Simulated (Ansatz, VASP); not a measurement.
One calculation of Nb, two programs

Contents of INCAR:

```
PREC     = Accurate       # precision mode
ENCUT    = 520            # plane-wave cutoff, eV
EDIFF    = 1E-6           # SCF threshold, eV
ISMEAR   = -1             # smearing method
SIGMA    = 0.05           # smearing width, eV
LREAL    = F              # projectors in reciprocal space
LASPH    = T              # aspherical terms in the spheres
NELM     = 80             # most SCF steps
ALGO     = Normal         # electronic algorithm
ISIF     = 2              # what is computed and relaxed
LWAVE    = F              # write WAVECAR
LCHARG   = F              # write CHGCAR
GGA      = PS             # functional
NBANDS   = 12             # bands
```

Contents of KPOINTS:

```
regular mesh
0
Gamma
  16 16 16
```

Contents of POSCAR:

```
Nb
1.0
    0.0000000000      1.8948574873      1.8948574873
    1.8948574873      0.0000000000      1.8948574873
    1.8948574873      1.8948574873      0.0000000000
Nb
1
Direct
    0.0000000000      0.0000000000      0.0000000000
```

Input for Ansatz:

```yaml
crystal:
  lattice:
    - [0.0, 1.8948574873, 1.8948574873]
    - [1.8948574873, 0.0, 1.8948574873]
    - [1.8948574873, 1.8948574873, 0.0]
  atoms:
    - { symbol: Nb, position: [0.0, 0.0, 0.0] }
kpoints:
  mp_grid: { grid: [16, 16, 16] }
scf:
  occupations: { method: fermi_dirac, width: 0.05 }
hamiltonian:
  xc: pbesol
  pseudopotentials: { kind: all_electron, lapw: { basis_error: 0.001 } }
output:
  forces: true
  stress: true
  eigenvalues: true
  populations: true
```

Change from the starting cell: volume scaled by 0.75, LAPW.

Alike in both runs: task single point; functional PBEsol; k mesh 16 × 16 × 16; occupations fermi-dirac, width 0.05 eV; no spin polarisation.

```csv
,VASP,Ansatz
version,VASP 6.6.1,Ansatz 0.2.0
potentials or method,"VASP PAW PBE potentials, release 64 (Nb_sv), cutoff 520 eV","all-electron LAPW, scalar-relativistic"
```

```csv
,VASP,Ansatz,Ansatz less VASP
pressure (GPa),81.1,81.3,+0.27
```

VASP's potentials were made for PBE, not for PBEsol. Both programs put the cell under a high pressure, so it lies far from rest at this level. Ansatz ran all-electron here, and VASP with PAW potentials.

Noted on VASP's run: the cell as given lies far from equilibrium.
